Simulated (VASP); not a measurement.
Write the native input for VASP 6.6.1 that does the following.

```yaml
Task: single point
Functional: PBE0
Potentials_or_basis: VASP PAW PBE potentials, release 64 (Pt)
Cutoff: 520 eV
k_mesh: 8 × 8 × 8
Occupations: fermi-dirac, width 0.05 eV
Spin: no spin polarisation
Dipole_correction: no
Grid_for_exact_exchange_PRECFOCK: Normal
Further_INCAR_settings: ALGO = Normal; EDIFF = 1e-06; NBANDS = 11
Share_of_exact_exchange: 0.25
```

The system is Pt.

```
Pt
1.0
    -1.60507    1.60507    1.60507
     1.60507   -1.60507    1.60507
     1.60507    1.60507   -1.60507
Pt
1
Direct
  0.00000 0.00000 0.00000
```

This isn't the form of Pt at room conditions, which is fcc.

These files were run (other wordings do the same):

POSCAR

```
Pt
1.0
   -1.6050673907      1.6050673907      1.6050673907
    1.6050673907     -1.6050673907      1.6050673907
    1.6050673907      1.6050673907     -1.6050673907
Pt
1
Direct
    0.0000000000      0.0000000000      0.0000000000
```

INCAR.step1

```
SYSTEM = Pt
PREC = Accurate
ENCUT = 520
EDIFF = 1E-5
ISMEAR = -1
SIGMA = 0.05
LREAL = .FALSE.
LASPH = .TRUE.
NELM = 60
ALGO = Normal
ISIF = 2
LWAVE = .TRUE.
LCHARG = .FALSE.
NBANDS = 11
GGA = PE
```

INCAR.step2

```
SYSTEM = Pt
PREC = Accurate
ENCUT = 520
EDIFF = 1E-6
ISMEAR = -1
SIGMA = 0.05
LREAL = .FALSE.
LASPH = .TRUE.
NELM = 60
ALGO = Normal
ISIF = 2
LWAVE = .FALSE.
LCHARG = .FALSE.
GGA = PE
LHFCALC = .TRUE.
AEXX = 0.25
PRECFOCK = Normal
NBANDS = 11
ISTART = 1
```

KPOINTS

```
Automatic mesh
0
G
  8 8 8
  0 0 0
```

Potentials or basis: VASP PAW PBE potentials, release 64 (Pt).

Launch:

```console
$ cat potpaw_PBE.64/Pt/POTCAR > POTCAR
$ cp INCAR.step1 INCAR
$ mpirun -np 1 vasp_std > vasp.out
$ cp INCAR.step2 INCAR
$ mpirun -np 1 vasp_std > vasp.out
```

Results of the run:

| Quantity | Value |
| --- | --- |
| Pressure | -15.1 GPa |
| Band gap on the k mesh | zero (bands 5 and 6 overlap by 3.35 eV) |

Caveat: the cell stands under tension; the PAW data sets were made with another functional, which shifts forces and pressure a little; spin-orbit coupling is left out, which moves the levels of the heavy elements.

Wall time 33 min on 1 thread of Intel Xeon 8259CL, with other jobs on the host, peak memory 0.13 GiB.
